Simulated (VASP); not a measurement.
# CuSn2O2 in VASP: single point with PBE+D3(BJ)

Aim: the single point of CuSn2O2 with PBE+D3(BJ).

All numbers are computed with VASP 6.6.1; they aren't measurements. Logs are shortened: lines on timing, memory, paths and dates and some standing lists are left out, and cuts for length are marked.

## (1) The cell of the first run

The cell holds a slab with vacuum, 5 atoms: a = 3.820 Å, b = 3.820 Å, c = 19.363 Å, α = 90.00°, β = 90.00°, γ = 90.00°.

## (2) Single point, PBE+D3(BJ), collinear spin

INCAR reads:

```
SYSTEM = CuSn2O2
ALGO = Normal ; DIPOL = 0.5 0.5 0.311
EDIFF = 1E-6 ; ENCUT = 520
GGA = PE ; IDIPOL = 3
ISIF = 2 ; ISMEAR = 0
ISPIN = 2 ; IVDW = 12
LASPH = .True. ; LCHARG = .False.
LDIPOL = .True. ; LMAXMIX = 4
LORBIT = 11 ; LREAL = .False.
LWAVE = .False. ; MAGMOM = 0 0 0 0 1
NBANDS = 38 ; NELM = 150
PREC = Accurate ; SIGMA = 0.05
```

KPOINTS reads:

```
k-points
0
Gamma
  7 7 1
  0 0 0
```

POSCAR reads:

```
CuSn2O2
1.0
    3.8201708766      0.0000000000      0.0000000000
    0.0000000000      3.8201708766      0.0000000000
    0.0000000000      0.0000000000     19.3630360333
Sn O Cu
2 2 1
Direct
    0.5000000000      0.0000000000      0.2065791745
    0.0000000000      0.5000000000      0.3286176828
    0.0000000000      0.0000000000      0.2675984287
    0.5000000000      0.5000000000      0.2675984287
    0.0000000000      0.8750000000      0.4835520637
```

Potentials or basis: VASP PAW PBE potentials, release 64 (Sn_d, O, Cu).

Run with:

```console
cat potpaw_PBE.64/Sn_d/POTCAR potpaw_PBE.64/O/POTCAR potpaw_PBE.64/Cu/POTCAR > POTCAR
mpirun -np 1 vasp_std > vasp.out
```

OUTCAR:

```text
SYSTEM = CuSn2O2
   EDIFF = 1E-6
   ENCUT = 520
   GGA = PE
   ISIF = 2
   ISMEAR = 0
   ISPIN = 2
   IVDW = 12
   LASPH = .True.
   LORBIT = 11
   LREAL = .False.
   NELM = 150
   PREC = Accurate
 IVDW          = 12

 ion  position               nearest neighbor table
   1  0.500  0.000  0.207-   3 2.25   4 2.25   4 2.25   3 2.25   2 3.59   2 3.59   2 3.59   2 3.59

   2  0.000  0.500  0.329-   3 2.25   4 2.25   3 2.25   4 2.25   1 3.59   1 3.59   1 3.59   1 3.59

   3  0.000  0.000  0.268-   2 2.25   2 2.25   1 2.25   1 2.25
   4  0.500  0.500  0.268-   2 2.25   2 2.25   1 2.25   1 2.25
   5  0.000  0.875  0.484-

  LATTYP: Found a simple tetragonal cell.
 ALAT       =     3.8201708766
 C/A-ratio  =     5.0686308699

  Lattice vectors:

 A1 = (   3.8201708766,   0.0000000000,   0.0000000000)
 A2 = (   0.0000000000,   3.8201708766,   0.0000000000)
 A3 = (   0.0000000000,   0.0000000000,  19.3630360333)

Analysis of symmetry for initial positions (statically):
=====================================================================
 Subroutine PRICEL returns:
 Original cell was already a primitive cell.

 Routine SETGRP: Setting up the symmetry group for a
 simple tetragonal supercell.

 Subroutine GETGRP returns: Found  2 space group operations
 (whereof  2 operations were pure point group operations)
 out of a pool of 16 trial point group operations.

The static configuration has the point symmetry C_1h.

Analysis of symmetry for dynamics (positions and initial velocities):
=====================================================================
 Subroutine PRICEL returns:
 Original cell was already a primitive cell.

 Routine SETGRP: Setting up the symmetry group for a
 simple tetragonal supercell.

 Subroutine GETGRP returns: Found  2 space group operations
 (whereof  2 operations were pure point group operations)
 out of a pool of 16 trial point group operations.

The dynamic configuration has the point symmetry C_1h.

Analysis of structural, dynamic, and magnetic symmetry:
=====================================================================
 Subroutine PRICEL returns:
 Original cell was already a primitive cell.

 Routine SETGRP: Setting up the symmetry group for a
 simple tetragonal supercell.

 Subroutine GETGRP returns: Found  2 space group operations
 (whereof  2 operations were pure point group operations)
 out of a pool of 16 trial point group operations.

The overall configuration has the point symmetry C_1h.

 Subroutine INISYM returns: Found  2 space group operations
 (whereof  2 operations are pure point group operations),
 and found     1 'primitive' translations

----------------------------------------------------------------------------------------

                                     Primitive cell

  volume of cell :     282.5784

  direct lattice vectors                    reciprocal lattice vectors
     3.820170877  0.000000000  0.000000000     0.261768395  0.000000000  0.000000000
     0.000000000  3.820170877  0.000000000     0.000000000  0.261768395  0.000000000
     0.000000000  0.000000000 19.363036033     0.000000000  0.000000000  0.051644794

  length of vectors
     3.820170877  3.820170877 19.363036033     0.261768395  0.261768395  0.051644794

  position of ions in fractional coordinates (direct lattice)
     0.500000000  0.000000000  0.206579174
     0.000000000  0.500000000  0.328617683
     0.000000000  0.000000000  0.267598429
     0.500000000  0.500000000  0.267598429
     0.000000000  0.875000000  0.483552064

  ion indices of the primitive-cell ions
   primitive index   ion index
                 1           1
                 2           2
                 3           3
                 4           4
                 5           5

----------------------------------------------------------------------------------------

 KPOINTS: k-points

Automatic generation of k-mesh.
 Grid dimensions read from file:
 generate k-points for:    7    7    1

 Generating k-lattice:

  Cartesian coordinates                     Fractional coordinates (reciprocal lattice)
     0.037395485  0.000000000  0.000000000     0.142857143  0.000000000  0.000000000
[... 34 lines left out ...]
   total plane-waves  NPLWV = 112896
   dimension x,y,z NGX =    28 NGY =   28 NGZ =  144
   dimension x,y,z NGXF=    56 NGYF=   56 NGZF=  288
   ions per type =               2   2   1
   NGX,Y,Z   is equivalent  to a cutoff of  12.19, 12.19, 12.36 a.u.
   NGXF,Y,Z  is equivalent  to a cutoff of  24.37, 24.37, 24.73 a.u.
 SYSTEM =  CuSn2O2
   PREC   = accura    normal or accurate (medium, high low for compatibility)
   ISTART =      0    job   : 0-new  1-cont  2-samecut
   ICHARG =      2    charge: 1-file 2-atom 10-const
   ISPIN  =      2    spin polarized calculation?
   LNONCOLLINEAR =      F non collinear calculations
   LSORBIT =      F    spin-orbit coupling
   LASPH  =      T    aspherical Exc in radial PAW
   ENCUT  =  520.0 eV  38.22 Ry    6.18 a.u.   7.10  7.10 36.00*2*pi/ulx,y,z
   NELM   =    150;   NELMIN=  2; NELMDL= -5     # of ELM steps
   EDIFF  = 0.1E-05   stopping-criterion for ELM
   LREAL  =      F    real-space projection
   EDIFFG = 0.1E-04   stopping-criterion for IOM
   NSW    =      0    number of steps for IOM
   IBRION =     -1    ionic relax: 0-MD 1-quasi-New 2-CG
   NFREE  =      0    steps in history (QN), initial steepest desc. (CG)
   ISIF   =      2    stress and relaxation
   ISYM   =      2    0-nonsym 1-usesym 2-fastsym
   POTIM  = 0.5000    time-step for ionic-motion
   TEBEG  =    0.0;   TEEND  =   0.0 temperature during run
   PSTRESS=    0.0 pullay stress
   NELECT =      51.0000    total number of electrons
   NUPDOWN=      -1.0000    fix difference up-down
   EMIN   =  10.00;   EMAX   =-10.00  energy-range for DOS
   EFERMI =   0.00;   METHOD = LEGACY
   ISMEAR =     0;   SIGMA  =   0.05  broadening in eV -4-tet -1-fermi 0-gaus
   EFERMI_NEDOS =   21; number of points for ismear=-14 and -15
   IALGO  =     38    algorithm
   IMIX   =      4    mixing-type and parameters
     AMIX     =   0.40;   BMIX     =  1.00
     AMIX_MAG =   1.60;   BMIX_MAG =  1.00
  volume/ion in A,a.u.               =      56.52       381.39
  Fermi-wavevector in a.u.,A,eV,Ry     =   0.925164  1.748306 11.645604  0.855928
  Thomas-Fermi vector in A             =   2.050988
   LORBIT       =     11    0 simple, 1 ext, 2 COOP (PROOUT), +10 PAW based schemes
   GGA     = PE    functional components
   LHFCALC =     F    Hartree Fock is set to
   AEXX    =    0.0000 exact exchange contribution
   IVDW    =    12    specifies the selected vdW correction
   LEPSILON=     F    determine dielectric tensor
   LRPA    =     F    only Hartree local field effects (RPA)
 spin polarized calculation
 Gauss-broadening in eV      SIGMA  =   0.05
  energy-cutoff  :      520.00
  volume of cell :      282.58
 maximum number of plane-waves:      7644
   NGX = 15   NGY = 15   NGZ = 73

 dipolmoment           0.000000      0.000000     -0.003087 electrons x Angstroem

 number of electron      50.9999960 magnetization       0.0001667

 number of electron      50.9999960 magnetization      -0.0005243

 dipolmoment           0.000000      0.000000      0.056751 electrons x Angstroem

 Free energy of the ion-electron system (eV)
  ---------------------------------------------------
  ext. energy  EPLUGINS =         0.00000000
  ---------------------------------------------------
  free energy    TOTEN  =       -23.64434805 eV

  energy without entropy =      -23.64133808  energy(sigma->0) =      -23.64284306

 E-fermi :  -0.9410     XC(G=0):  -4.2588

 val. band max:       -0.9951785695   @ k =   0.2857   0.1429   0.0000
 cond. band min:      -0.9357821617   @ k =  -0.1429   0.4286   0.0000
 fundamental gap:      0.0593964078
 Fermi energy:        -0.9410423954

 spin component 1

 k-point     1 :       0.0000    0.0000    0.0000
  band No.  band energies     occupation
      1     -22.9146      1.00000
      2     -22.5551      1.00000
      3     -22.5265      1.00000
      4     -22.5194      1.00000
      5     -22.5119      1.00000
      6     -22.4836      1.00000
[... 629 lines left out ...]
     36       5.3975      0.00000
     37       6.4875      0.00000
 Fermi energy:        -0.9410423954

 spin component 2

 k-point     1 :       0.0000    0.0000    0.0000
  band No.  band energies     occupation
      1     -22.9146      1.00000
      2     -22.5551      1.00000
      3     -22.5265      1.00000
      4     -22.5194      1.00000
      5     -22.5119      1.00000
      6     -22.4837      1.00000
[... 629 lines left out ...]
     36       5.3972      0.00000
     37       6.4854      0.00000
 [bands above 37 left out]

------------------------ aborting loop because EDIFF is reached ----------------------------------------

 vacuum level on the upper side and lower side of the slab       (xc-potential included)         0.163        -0.479

 Edisp (eV)   -0.82528

 E8    (eV) :    -0.3685

  FORCE on cell =-STRESS in cart. coord.  units (eV):
  Direction    XX          YY          ZZ          XY          YZ          ZX
  --------------------------------------------------------------------------------------
  -------------------------------------------------------------------------------------
  Total      -1.67361    -1.27355    -1.18522     0.00000    -0.19933     0.00000
  in kB      -9.48911    -7.22085    -6.72001     0.00000    -1.13018     0.00000
  external pressure =       -7.81 kB  Pullay stress =        0.00 kB

 VOLUME and BASIS-vectors are now :
 -----------------------------------------------------------------------------
  energy-cutoff  :      520.00
  volume of cell :      282.58
      direct lattice vectors                 reciprocal lattice vectors
     3.820170877  0.000000000  0.000000000     0.261768395  0.000000000  0.000000000
     0.000000000  3.820170877  0.000000000     0.000000000  0.261768395  0.000000000
     0.000000000  0.000000000 19.363036033     0.000000000  0.000000000  0.051644794

 POSITION                                       TOTAL-FORCE (eV/Angst)
 -----------------------------------------------------------------------------------
      1.91009      0.00000      4.00000         0.000000      0.004651     -0.066401
      0.00000      1.91009      6.36304         0.000000      0.082960      0.288350
      0.00000      0.00000      5.18152         0.000000     -0.019456      0.019803
      1.91009      1.91009      5.18152         0.000000      0.001576      0.120477
      0.00000      3.34265      9.36304         0.000000     -0.069732     -0.362228
 -----------------------------------------------------------------------------------
    total drift:                                0.000000      0.000010      0.002414

  FREE ENERGIE OF THE ION-ELECTRON SYSTEM (eV)
  ---------------------------------------------------
  free  energy   TOTEN  =       -24.4696251049 eV

  energy  without entropy=      -24.4666151374  energy(sigma->0) =      -24.46812012

 vacuum level on the upper side and lower side of the slab         3.693         3.110

 total charge

# of ion       s       p       d       tot
------------------------------------------
    1        1.281   0.762  10.054  12.097
    2        1.259   0.755  10.060  12.074
    3        1.578   3.427   0.000   5.005
    4        1.578   3.426   0.000   5.004
    5        0.339   0.023   9.358   9.721
--------------------------------------------------
tot          6.035   8.394  29.472  43.901

 magnetization (x)

# of ion       s       p       d       tot
------------------------------------------
    1       -0.000   0.000  -0.000   0.000
    2       -0.000  -0.000  -0.000  -0.000
    3       -0.000  -0.000   0.000  -0.000
    4       -0.000  -0.000   0.000  -0.000
    5       -0.000  -0.000  -0.000  -0.000
--------------------------------------------------
tot         -0.000  -0.000  -0.000  -0.000
```

It took 11 min on 1 thread of Intel Xeon Platinum 8259CL at 2.50GHz (Skylake/Cascade Lake), shared host; peak memory 0.56 GiB.

Results:

```
Free energy                                           : -24.4696 eV
Largest force                                         : 0.369 eV/Å
Net moment                                            : 0.00 μB per cell
Valence electrons inside the program's atomic spheres : Sn 12.10, 12.07; O 5.00; Cu 9.72
Dispersion energy per atom                            : -0.165 eV
```

Forces on the atoms (eV/Å):
```
Sn   0.000  0.005 -0.066
Sn   0.000  0.083  0.288
O    0.000 -0.019  0.020
O    0.000  0.002  0.120
Cu   0.000 -0.070 -0.362
```

Levels at points of the mesh, in eV from the Fermi level:
Spin up:
```csv
k point,band 23,band 24,band 25,band 26,band 27,band 28,band 29,band 30
"(0.00, 0.00, 0.00)",-0.96,-0.94,-0.88,-0.57,1.77,1.93,3.88,4.20
```
Spin down:
| k point | band 24 | band 25 | band 26 | band 27 | band 28 | band 29 |
| --- | --- | --- | --- | --- | --- | --- |
| (0.00, 0.00, 0.00) | -0.94 | -0.88 | -0.57 | 1.77 | 1.93 | 3.86 |

Caveat: spin-orbit coupling is left out, which moves the levels of the heavy elements.
